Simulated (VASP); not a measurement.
# Yb (Im-3m) in VASP: further runs

Yb is run at these levels: PBEsol; tasks: single point.

Program: VASP 6.6.1. These are calculated values, not measurements. Logs are shortened: lines on timing, memory, paths and dates and some standing lists are left out, and cuts for length are marked.

## 1. The cell of the first run

It takes space group Im-3m (No. 229, cubic). Conventional cell: a = 4.303 Å, b = 4.303 Å, c = 4.303 Å, α = 90.00°, β = 90.00°, γ = 90.00°. Yb (site symmetry m-3m) has 14 Yb at 3.73 to 4.30 Å within 4.9 Å.

This isn't the form of Yb at room conditions, which is fcc.

## 2. Single point, PBEsol, collinear spin, ferromagnetic start

INCAR reads:

```
PREC = Accurate
ENCUT = 520
EDIFF = 1E-6
ISMEAR = -1
SIGMA = 0.05
LREAL = False
LASPH = True
NELM = 150
ALGO = Normal
ISIF = 2
LWAVE = False
LCHARG = False
ISPIN = 2
MAGMOM = 0.8
LORBIT = 11
NUPDOWN = 0.8
LMAXMIX = 6
GGA = PS
NBANDS = 22
```

KPOINTS reads:

```
regular mesh
0
Gamma
  7 7 7
```

POSCAR reads:

```
Yb
1.0
   -2.1514830000      2.1514830000      2.1514830000
    2.1514830000     -2.1514830000      2.1514830000
    2.1514830000      2.1514830000     -2.1514830000
Yb
1
Direct
    0.0000000000      0.0000000000      0.0000000000
```

Potentials or basis: VASP PAW PBE potentials, release 64 (Yb).

Launch:

```
$ cat potpaw_PBE.64/Yb/POTCAR > POTCAR
$ mpirun -np 1 vasp_std > vasp.out
```

OUTCAR:

```text
PREC = Accurate
   ENCUT = 520
   EDIFF = 1E-6
   ISMEAR = -1
   LREAL = False
   LASPH = True
   NELM = 150
   ISIF = 2
   ISPIN = 2
   LORBIT = 11
   NUPDOWN = 0.8
   GGA = PS

 ion  position               nearest neighbor table
   1  0.000  0.000  0.000-

  LATTYP: Found a body centered cubic cell.
 ALAT       =     4.3029660000

  Lattice vectors:

 A1 = (  -2.1514830000,   2.1514830000,   2.1514830000)
 A2 = (   2.1514830000,  -2.1514830000,   2.1514830000)
 A3 = (   2.1514830000,   2.1514830000,  -2.1514830000)

Analysis of symmetry for initial positions (statically):
=====================================================================
 Subroutine PRICEL returns:
 Original cell was already a primitive cell.

 Routine SETGRP: Setting up the symmetry group for a
 body centered cubic supercell.

 Subroutine GETGRP returns: Found 48 space group operations
 (whereof 48 operations were pure point group operations)
 out of a pool of 48 trial point group operations.

The static configuration has the point symmetry O_h .

Analysis of symmetry for dynamics (positions and initial velocities):
=====================================================================
 Subroutine PRICEL returns:
 Original cell was already a primitive cell.

 Routine SETGRP: Setting up the symmetry group for a
 body centered cubic supercell.

 Subroutine GETGRP returns: Found 48 space group operations
 (whereof 48 operations were pure point group operations)
 out of a pool of 48 trial point group operations.

The dynamic configuration has the point symmetry O_h .

Analysis of structural, dynamic, and magnetic symmetry:
=====================================================================
 Subroutine PRICEL returns:
 Original cell was already a primitive cell.

 Routine SETGRP: Setting up the symmetry group for a
 body centered cubic supercell.

 Subroutine GETGRP returns: Found 48 space group operations
 (whereof 48 operations were pure point group operations)
 out of a pool of 48 trial point group operations.

The overall configuration has the point symmetry O_h .

 Subroutine INISYM returns: Found 48 space group operations
 (whereof 48 operations are pure point group operations),
 and found     1 'primitive' translations

----------------------------------------------------------------------------------------

                                     Primitive cell

  volume of cell :      39.8358

  direct lattice vectors                    reciprocal lattice vectors
    -2.151483000  2.151483000  2.151483000     0.000000000  0.232397839  0.232397839
[... 95 lines left out ...]
   EFERMI_NEDOS =   21; number of points for ismear=-14 and -15
   IALGO  =     38    algorithm
   IMIX   =      4    mixing-type and parameters
     AMIX     =   0.40;   BMIX     =  1.00
     AMIX_MAG =   1.60;   BMIX_MAG =  1.00
  volume/ion in A,a.u.               =      39.84       268.83
  Fermi-wavevector in a.u.,A,eV,Ry     =   1.382677  2.612880 26.011550  1.911795
  Thomas-Fermi vector in A             =   2.507346
   LORBIT       =     11    0 simple, 1 ext, 2 COOP (PROOUT), +10 PAW based schemes
   GGA     = PS    functional components
   LHFCALC =     F    Hartree Fock is set to
   AEXX    =    0.0000 exact exchange contribution
   IVDW    =     0    specifies the selected vdW correction
   LEPSILON=     F    determine dielectric tensor
   LRPA    =     F    only Hartree local field effects (RPA)
 spin polarized calculation
  energy-cutoff  :      520.00
  volume of cell :       39.84
 maximum number of plane-waves:      1085
   NGX = 13   NGY = 13   NGZ = 13

 number of electron      24.0000000 magnetization       0.8000000

 Free energy of the ion-electron system (eV)
  ---------------------------------------------------
  ext. energy  EPLUGINS =         0.00000000
  ---------------------------------------------------
  free energy    TOTEN  =        -3.69714175 eV

  energy without entropy =       -3.64738868  energy(sigma->0) =       -3.67226521

 E-fermi :   0.7124     XC(G=0):  -9.1159

 val. band max:        1.2640978210   @ k =   0.2857   0.2857   0.0000
 cond. band min:       0.7310757146   @ k =   0.2857   0.2857   0.0000
 fundamental gap:     -0.5330221064
 Fermi energy:         1.2979132871

 spin component 1

 k-point     1 :       0.0000    0.0000    0.0000
  band No.  band energies     occupation
      1     -50.9918      1.00000
      2     -23.1821      1.00000
      3     -23.1821      1.00000
      4     -23.1821      1.00000
      5      -4.0702      1.00000
      6       0.2922      1.00000
[... 489 lines left out ...]
     21      14.8286      0.00000
     22      15.0639      0.00000
 Fermi energy:         0.7123568614

 spin component 2

 k-point     1 :       0.0000    0.0000    0.0000
  band No.  band energies     occupation
      1     -50.8503      1.00000
      2     -23.0371      1.00000
      3     -23.0371      1.00000
      4     -23.0371      1.00000
      5      -3.4917      1.00000
      6       0.4600      0.99361
[... 489 lines left out ...]
     21      15.2801      0.00000
     22      15.4828      0.00000

------------------------ aborting loop because EDIFF is reached ----------------------------------------

  FORCE on cell =-STRESS in cart. coord.  units (eV):
  Direction    XX          YY          ZZ          XY          YZ          ZX
  --------------------------------------------------------------------------------------
  -------------------------------------------------------------------------------------
  Total       -1.0849080     -1.0849080     -1.0849080     -0.0000000      0.0000000      0.0000000
  in kB      -43.6344724    -43.6344724    -43.6344724     -0.0000000      0.0000000      0.0000000
  external PRESSURE =     -43.6344724 kB  Pullay stress =       0.0000000 kB

 VOLUME and BASIS-vectors are now :
 -----------------------------------------------------------------------------
  energy-cutoff  :      520.00
  volume of cell :       39.84
      direct lattice vectors                 reciprocal lattice vectors
    -2.151483000  2.151483000  2.151483000     0.000000000  0.232397839  0.232397839
     2.151483000 -2.151483000  2.151483000     0.232397839  0.000000000  0.232397839
     2.151483000  2.151483000 -2.151483000     0.232397839  0.232397839  0.000000000

 POSITION                                       TOTAL-FORCE (eV/Angst)
 -----------------------------------------------------------------------------------
      0.00000      0.00000      0.00000         0.000000      0.000000      0.000000
 -----------------------------------------------------------------------------------
    total drift:                               -0.000000     -0.000000     -0.000000

  FREE ENERGIE OF THE ION-ELECTRON SYSTEM (eV)
  ---------------------------------------------------
  free  energy   TOTEN  =        -3.6971417471 eV

  energy  without entropy=       -3.6473886827  energy(sigma->0) =       -3.67226521

 total charge

# of ion       s       p       d       f       tot
--------------------------------------------------
    1        2.209   5.985   0.242  13.586  22.021

 magnetization (x)

# of ion       s       p       d       f       tot
--------------------------------------------------
    1        0.005   0.057   0.114   0.189   0.365
```

stdout:

```text
POSCAR found type information on POSCAR Yb
 POSCAR found :  1 types and       1 ions
 scaLAPACK will be used
 -----------------------------------------------------------------------------
|                                                                             |
|                                                                             |
|     You enforced a specific xc type in the INCAR file but a different       |
|     I HOPE YOU KNOW WHAT YOU ARE DOING!                                     |
|                                                                             |
 -----------------------------------------------------------------------------

 LDA part: xc-table for (Slater+PW92), standard interpolation
 POSCAR, INCAR and KPOINTS ok, starting setup
 FFT: planning ... GRIDC
 FFT: planning ... GRID_SOFT
 FFT: planning ... GRID
 WAVECAR not read
 entering main loop
```

Wall time 2.3 min (1 thread of Intel Xeon 8259CL, shared host); peak memory 0.2 GiB.

What came out:

* Free energy: -3.6971 eV
* Pressure: -4.4 GPa
* Net moment: 0.80 μB per cell
* Site moments: Yb +0.36 μB
* Valence electrons inside the program's atomic spheres: Yb 22.02

Caveat: the cell stands under tension; the PAW data sets were made with another functional, which shifts forces and pressure a little; spin-orbit coupling is left out, which moves the levels of the heavy elements; the total moment is fixed, so each spin has its own Fermi level. The state reached can hang on the start; a lower one may exist.

## 3. Single point, PBEsol, collinear spin, ferromagnetic start

INCAR reads:

```
SYSTEM = Yb
PREC = Accurate
ENCUT = 520
EDIFF = 1E-7
ISMEAR = -1
SIGMA = 0.05
LREAL = .False.
LASPH = .True.
NELM = 150
ALGO = Normal
ISIF = 2
LWAVE = .False.
LCHARG = .True.
ISPIN = 2
MAGMOM = 1
LORBIT = 11
NUPDOWN = 1.0
LMAXMIX = 6
GGA = PS
LELF = .True.
LVHAR = .True.
NBANDS = 22
```

KPOINTS reads:

```
regular mesh
0
Gamma
  7 7 7
  0 0 0
```

POSCAR is that of step 2.

Potentials or basis: VASP PAW PBE potentials, release 64 (Yb).

Launch:

```
$ cat potpaw_PBE.64/Yb/POTCAR > POTCAR
$ mpirun -np 1 vasp_std > vasp.out
```

Run time: 1.9 min. Hardware: 1 thread of Intel Xeon 8259CL, shared host; peak memory 0.19 GiB.

Results (log left out):

```
Free energy                                           : -3.6318 eV
Pressure                                              : -3.0 GPa
Net moment                                            : 1.00 μB per cell
Site moments                                          : Yb +0.45 μB
Valence electrons inside the program's atomic spheres : Yb 22.01
```

Caveat: the PAW data sets were made with another functional, which shifts forces and pressure a little; spin-orbit coupling is left out, which moves the levels of the heavy elements; the total moment is fixed, so each spin has its own Fermi level.
